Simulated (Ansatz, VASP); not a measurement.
# Two plane-wave programs on Si

```
Si
1.0
    -1.62691    1.62691    1.34013
     1.62691   -1.62691    1.34013
     1.62691    1.62691   -1.34013
Si
1
Direct
  0.00000 0.00000 0.00000
```

Change from the starting cell: strain +0.000 along x and y, +0.015 along z, atoms carried along.

Alike in both runs: task single point; functional r2SCAN; k mesh 22 × 22 × 22; occupations gaussian, width 0.15 eV; no spin polarisation.

|  | VASP | Ansatz |
| --- | --- | --- |
| version | VASP 6.6.1 | Ansatz 0.2.0 |
| potentials or method | VASP PAW PBE potentials, release 64 (Si), cutoff 520 eV | scalar-relativistic, plane waves, PAW |
| valence electrons in the cell | 4 | 4 |

Ansatz gave:

```
gap on the k mesh at the Fermi level (eV)                     : none
pressure (GPa)                                                : -1.6
traceless stress, the component that is largest in VASP (GPa) : -2.65
```

Q: Which values does VASP return?

A: gap on the k mesh at the Fermi level (eV): none; pressure (GPa): -1.5; traceless stress, the component that is largest in VASP (GPa): -2.68.

VASP's potentials were made for PBE, not for r2SCAN. A gap of «none» marks a metal or a gap that the smearing closes. The functional is the same, so the differences come from potentials, cutoffs and numerics.
